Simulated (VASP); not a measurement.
# NaCu12 in VASP: notebook, part 2 of 2

VASP 6.6.1. The steps go on from the part before.

## Step 3: Single point, PBE

Contents of INCAR:

```
  ALGO = Normal
  DIPOL = 0.5 0.5 0.320
  EDIFF = 1E-7
  ENCUT = 520
  GGA = PE
  IDIPOL = 3
  ISIF = 2
  ISMEAR = 0
  LASPH = T
  LCHARG = F
  LDIPOL = T
  LREAL = F
  LWAVE = F
  NBANDS = 82
  NELM = 80
  PREC = Accurate
  SIGMA = 0.1
```

Contents of KPOINTS:

```
k-points
0
Gamma
  5 5 1
```

Contents of POSCAR:

```
NaCu12
1.0
    5.1319544654      0.0000000000      0.0000000000
    0.0000000000      5.1319544654      0.0000000000
    0.0000000000      0.0000000000     19.0279314150
Cu Na
12 1
Direct
    0.2500000000      0.2500000000      0.2102172807
    0.2500000000      0.7500000000      0.2102172807
    0.7500000000      0.2500000000      0.2102172807
    0.7500000000      0.7500000000      0.2102172807
    0.0000000000      0.0000000000      0.3029241254
    0.0000000000      0.5000000000      0.3029241254
    0.5000000000      0.0000000000      0.3029241254
    0.5000000000      0.5000000000      0.3029241254
    0.2500000000      0.2500000000      0.3956253179
    0.2500000000      0.7500000000      0.3956253179
    0.7500000000      0.2500000000      0.3956253179
    0.7500000000      0.7500000000      0.3956253179
    0.2500000000      0.2500000000      0.5306562176
```

Potentials or basis: VASP PAW PBE potentials, release 64 (Cu, Na_pv).

Started as:

```bash
$ cat potpaw_PBE.64/Cu/POTCAR potpaw_PBE.64/Na_pv/POTCAR > POTCAR
$ mpirun -np 1 vasp_std > vasp.out
```

OUTCAR:

```text
EDIFF = 1E-7
   ENCUT = 520
   GGA = PE
   ISIF = 2
   ISMEAR = 0
   LASPH = T
   LREAL = F
   NELM = 80
   PREC = Accurate

 ion  position               nearest neighbor table
   1  0.250  0.250  0.210-   5 2.53   6 2.53   7 2.53   8 2.53   2 2.57   3 2.57   2 2.57   3 2.57

   2  0.250  0.750  0.210-   5 2.53   6 2.53   7 2.53   8 2.53   1 2.57   4 2.57   1 2.57   4 2.57

   3  0.750  0.250  0.210-   5 2.53   6 2.53   7 2.53   8 2.53   1 2.57   4 2.57   4 2.57   1 2.57
[... 15 lines left out ...]
  11  0.750  0.250  0.396-   5 2.53   6 2.53   7 2.53   8 2.53   9 2.57  12 2.57  12 2.57   9 2.57

  12  0.750  0.750  0.396-   5 2.53   6 2.53   7 2.53   8 2.53  10 2.57  11 2.57  11 2.57  10 2.57

  13  0.250  0.250  0.531-   9 2.57

  LATTYP: Found a simple tetragonal cell.
 ALAT       =     5.1319544654
 C/A-ratio  =     3.7077358233

  Lattice vectors:

 A1 = (   5.1319544654,   0.0000000000,   0.0000000000)
 A2 = (   0.0000000000,   5.1319544654,   0.0000000000)
 A3 = (   0.0000000000,   0.0000000000,  19.0279314150)

Analysis of symmetry for initial positions (statically):
=====================================================================
 Subroutine PRICEL returns:
 Original cell was already a primitive cell.

 Routine SETGRP: Setting up the symmetry group for a
 simple tetragonal supercell.

 Subroutine GETGRP returns: Found  8 space group operations
 (whereof  2 operations were pure point group operations)
 out of a pool of 16 trial point group operations.

The static configuration has the point symmetry C_1h.
 The point group associated with its full space group is C_4v.

Analysis of symmetry for dynamics (positions and initial velocities):
=====================================================================
 Subroutine PRICEL returns:
 Original cell was already a primitive cell.
[... 148 lines left out ...]
 NGX is ok and might be reduce to    40
   NGX = 19   NGY = 19   NGZ = 71

 number of electron     138.9999794 magnetization

 dipolmoment           0.000000      0.000000     -0.381464 electrons x Angstroem

 Free energy of the ion-electron system (eV)
  ---------------------------------------------------
  ext. energy  EPLUGINS =         0.00000000
  ---------------------------------------------------
  free energy    TOTEN  =       -41.63294241 eV

  energy without entropy =      -41.60405263  energy(sigma->0) =      -41.61849752

 E-fermi :  -0.0435     XC(G=0):  -5.1856

 val. band max:       -0.1002264812   @ k =   0.0000   0.0000   0.0000
 cond. band min:      -0.0339051728   @ k =   0.2000   0.0000   0.0000
 fundamental gap:      0.0663213084
 Fermi energy:        -0.0434988991

 k-point     1 :       0.0000    0.0000    0.0000
  band No.  band energies     occupation
      1     -25.4528      2.00000
      2     -25.4197      2.00000
      3     -25.4197      2.00000
      4      -8.4493      2.00000
      5      -5.9296      2.00000
      6      -4.9186      2.00000
[... 493 lines left out ...]
     80       4.3054      0.00000
     81       4.6338      0.00000
 [bands above 81 left out]

------------------------ aborting loop because EDIFF is reached ----------------------------------------

 vacuum level on the upper side and lower side of the slab       (xc-potential included)        -1.817         0.904

  FORCE on cell =-STRESS in cart. coord.  units (eV):
  Direction    XX          YY          ZZ          XY          YZ          ZX
  --------------------------------------------------------------------------------------
  -------------------------------------------------------------------------------------
  Total       -4.8446563     -4.8446563      1.0627998      0.0000000      0.0000000      0.0000000
  in kB      -15.4887507    -15.4887507      3.3978554      0.0000000      0.0000000      0.0000000
  external PRESSURE =      -9.1932153 kB  Pullay stress =       0.0000000 kB

 VOLUME and BASIS-vectors are now :
 -----------------------------------------------------------------------------
  energy-cutoff  :      520.00
  volume of cell :      501.14
      direct lattice vectors                 reciprocal lattice vectors
     5.131954465  0.000000000  0.000000000     0.194857536  0.000000000  0.000000000
     0.000000000  5.131954465  0.000000000     0.000000000  0.194857536  0.000000000
     0.000000000  0.000000000 19.027931415     0.000000000  0.000000000  0.052554320

 POSITION                                       TOTAL-FORCE (eV/Angst)
 -----------------------------------------------------------------------------------
      1.28299      1.28299      4.00000         0.000000     -0.000000     -0.022371
      1.28299      3.84897      4.00000        -0.000000     -0.000000     -0.033486
      3.84897      1.28299      4.00000         0.000000     -0.000000     -0.033486
      3.84897      3.84897      4.00000         0.000000     -0.000000     -0.049236
      0.00000      0.00000      5.76402        -0.004973     -0.004973     -0.087440
      0.00000      2.56598      5.76402        -0.004973      0.004973     -0.087440
      2.56598      0.00000      5.76402         0.004973     -0.004973     -0.087440
      2.56598      2.56598      5.76402         0.004973      0.004973     -0.087440
      1.28299      1.28299      7.52793         0.000000     -0.000000     -0.439631
      1.28299      3.84897      7.52793         0.000000     -0.000000      0.337176
      3.84897      1.28299      7.52793        -0.000000     -0.000000      0.337176
      3.84897      3.84897      7.52793         0.000000     -0.000000      0.242611
      1.28299      1.28299     10.09729        -0.000000     -0.000000      0.011006
 -----------------------------------------------------------------------------------
    total drift:                               -0.000000      0.000000     -0.004714

  FREE ENERGIE OF THE ION-ELECTRON SYSTEM (eV)
  ---------------------------------------------------
  free  energy   TOTEN  =       -41.6329424123 eV

  energy  without entropy=      -41.6040526310  energy(sigma->0) =      -41.61849752

 vacuum level on the upper side and lower side of the slab         1.341         4.137
```

stdout:

```text
POSCAR found type information on POSCAR CuNa
 POSCAR found :  2 types and      13 ions
 scaLAPACK will be used
 LDA part: xc-table for (Slater+PW92), standard interpolation
 POSCAR, INCAR and KPOINTS ok, starting setup
 FFT: planning ... GRIDC
 FFT: planning ... GRID_SOFT
 FFT: planning ... GRID
 WAVECAR not read
 entering main loop
```

Wall time 6.1 min (1 thread of Intel Xeon 6975P-C (Granite Rapids), shared host); peak memory 0.58 GiB.

What came out:

| Item | Value |
| --- | --- |
| Free energy | -41.6329 eV |
| Largest force | 0.440 eV/Å |
| Band gap on the k mesh | zero (an odd number of electrons rules out a gap without spin polarisation) |

Forces in eV/Å, atoms in the order of the input:
```
Cu   0.000  0.000 -0.022
Cu   0.000  0.000 -0.033
Cu   0.000  0.000 -0.033
Cu   0.000  0.000 -0.049
Cu  -0.005 -0.005 -0.087
Cu  -0.005  0.005 -0.087
Cu   0.005 -0.005 -0.087
Cu   0.005  0.005 -0.087
Cu   0.000  0.000 -0.440
Cu   0.000  0.000  0.337
Cu   0.000  0.000  0.337
Cu   0.000  0.000  0.243
Na   0.000  0.000  0.011
```

Levels at points of the mesh, in eV from the Fermi level:
```
           k point  band 66  band 67  band 68  band 69  band 70  band 71  band 72  band 73  band 74  band 75
(0.00, 0.00, 0.00)    -1.13    -0.22    -0.22    -0.17    -0.17    -0.06    -0.06     0.06     1.16     2.66
```

## Step 4: Single point, PBE

Contents of INCAR:

```
SYSTEM = NaCu12
PREC = Accurate
ENCUT = 520
EDIFF = 1E-6
ISMEAR = 0
SIGMA = 0.1
LREAL = .FALSE.
LASPH = .TRUE.
NELM = 80
ALGO = Normal
ISIF = 2
LWAVE = .FALSE.
LCHARG = .FALSE.
LDIPOL = .TRUE.
IDIPOL = 3
DIPOL = 0.5 0.5 0.319
GGA = PE
NBANDS = 82
```

Contents of KPOINTS:

```
Automatic mesh
0
G
  5 5 1
  0 0 0
```

POSCAR: that of step 3 with these lines changed.

```diff
@@ -20,2 +20,2 @@
     0.7500000000      0.7500000000      0.3956253179
-    0.2500000000      0.2500000000      0.5306562176
+    0.5000000000      0.5000000000      0.5153816989
```

Started as:

```bash
$ cat potpaw_PBE.64/Cu/POTCAR potpaw_PBE.64/Na_pv/POTCAR > POTCAR
$ mpirun -np 1 vasp_std > vasp.out
```

It took 5.4 min on 1 thread of Intel Xeon 6975P-C (Granite Rapids), shared host; peak memory 0.59 GiB.

Results (log left out):

| Item | Value |
| --- | --- |
| Free energy | -41.8489 eV |
| Largest force | 0.142 eV/Å |
| Band gap on the k mesh | zero (an odd number of electrons rules out a gap without spin polarisation) |

Forces on the atoms (eV/Å):
```
Cu   0.006  0.006 -0.033
Cu   0.006 -0.006 -0.033
Cu  -0.006  0.006 -0.033
Cu  -0.006 -0.006 -0.033
Cu   0.000  0.000 -0.084
Cu   0.000  0.000 -0.103
Cu   0.000  0.000 -0.103
Cu   0.000  0.000 -0.113
Cu  -0.046 -0.046  0.126
Cu  -0.046  0.046  0.126
Cu   0.046 -0.046  0.126
Cu   0.046  0.046  0.126
Na   0.000  0.000  0.032
```

Levels at points of the mesh, in eV from the Fermi level:
| k point | band 68 | band 69 | band 70 | band 71 | band 72 | band 73 |
| --- | --- | --- | --- | --- | --- | --- |
| (0.00, 0.00, 0.00) | -0.23 | -0.23 | -0.16 | -0.06 | -0.06 | 0.26 |

## Step 5: Relaxation of the atoms, PBE

Contents of INCAR:

```
SYSTEM = NaCu12
ALGO = Normal ; DIPOL = 0.5 0.5 0.322
EDIFF = 1E-7 ; EDIFFG = -0.025
ENCUT = 520 ; GGA = PE
GGA_COMPAT = .False. ; IBRION = 2
IDIPOL = 3 ; ISIF = 2
ISMEAR = 0 ; KPAR = 4
LASPH = .True. ; LCHARG = .False.
LDIPOL = .True. ; LREAL = .False.
LWAVE = .False. ; NELM = 120
NELMDL = -8 ; NELMIN = 4
NSW = 36 ; PREC = Accurate
SIGMA = 0.1
```

Contents of KPOINTS:

```
k-points
0
Gamma
  5 5 1
  0 0 0
```

Contents of POSCAR:

```
NaCu12
1.0
    5.1319544654      0.0000000000      0.0000000000
    0.0000000000      5.1319544654      0.0000000000
    0.0000000000      0.0000000000     19.0279314150
Cu Na
12 1
Selective dynamics
Direct
    0.2500000000      0.2500000000      0.2102172807  F F F
    0.2500000000      0.7500000000      0.2102172807  F F F
    0.7500000000      0.2500000000      0.2102172807  F F F
    0.7500000000      0.7500000000      0.2102172807  F F F
    0.0000000000      0.0000000000      0.3029241254  F F F
    0.0000000000      0.5000000000      0.3029241254  F F F
    0.5000000000      0.0000000000      0.3029241254  F F F
    0.5000000000      0.5000000000      0.3029241254  F F F
    0.2500000000      0.2500000000      0.3956253179  F F F
    0.2500000000      0.7500000000      0.3956253179  F F F
    0.7500000000      0.2500000000      0.3956253179  F F F
    0.7500000000      0.7500000000      0.3956253179  F F F
    0.2500000000      0.2500000000      0.5522371920  F F T
```

Started as:

```bash
$ cat potpaw_PBE.64/Cu/POTCAR potpaw_PBE.64/Na_pv/POTCAR > POTCAR
$ mpirun -np 4 vasp_std > vasp.out
```

It took 12 min on 4 MPI ranks of Intel Xeon 6975P-C (Granite Rapids), shared host; peak memory 0.67 GiB.

It converged, with:

```yaml
Free_energy: -41.6327 eV
Energy_gained_by_relaxing: 11.2 meV/atom
Ionic_steps: 7
Band_gap_on_the_k_mesh: zero (an odd number of electrons rules out a gap without spin polarisation)
```

Step by step:
| step | energy change (eV) | largest force on free atoms (eV/Å) | pressure (GPa) |
| --- | --- | --- | --- |
| 1 | 0.0000 | 0.5836 | -1.13 |
| 2 | -0.0162 | 0.5658 | -1.12 |
| 3 | -0.0613 | 0.4964 | -1.09 |
| 4 | -0.1280 | 0.2710 | -1.01 |
| 5 | -0.0702 | 0.8009 | -0.71 |
| 6 | -0.1441 | 0.0984 | -0.95 |
| 7 | -0.1461 | 0.0098 | -0.92 |

Final structure:
```
Cu Na
1.0
     5.13195    0.00000    0.00000
     0.00000    5.13195    0.00000
     0.00000    0.00000   19.02793
Cu Na
12 1
Direct
  0.25000 0.25000 0.21022
  0.25000 0.75000 0.21022
  0.75000 0.25000 0.21022
  0.75000 0.75000 0.21022
  0.00000 0.00000 0.30292
  0.00000 0.50000 0.30292
  0.50000 0.00000 0.30292
  0.50000 0.50000 0.30292
  0.25000 0.25000 0.39563
  0.25000 0.75000 0.39563
  0.75000 0.25000 0.39563
  0.75000 0.75000 0.39563
  0.25000 0.25000 0.53067
```

Levels at points of the mesh, in eV from the Fermi level:
| k point | band 67 | band 68 | band 69 | band 70 | band 71 | band 72 | band 73 | band 74 |
| --- | --- | --- | --- | --- | --- | --- | --- | --- |
| (0.00, 0.00, 0.00) | -0.22 | -0.22 | -0.17 | -0.17 | -0.06 | -0.06 | 0.06 | 1.16 |

## Step 6: Overview

```csv
task,cell,gap on the mesh (eV),largest force (eV/Å)
relaxation of the atoms,"atoms relaxed, atomic positions A",none,-
single point,"as given, atomic positions B",none,0.44
single point,"as given, atomic positions C",none,0.14
relaxation of the atoms,"atoms relaxed, atomic positions D",none,-
```

Alike in all rows: level PBE; potentials or basis VASP PAW PBE potentials, release 64 (Cu, Na_pv); no spin polarisation; k mesh 5 × 5 × 1; cutoff (eV) 520; smearing gaussian 0.1 eV.

Total energies depend on the potentials used, so only differences within one code and one set of settings carry meaning.
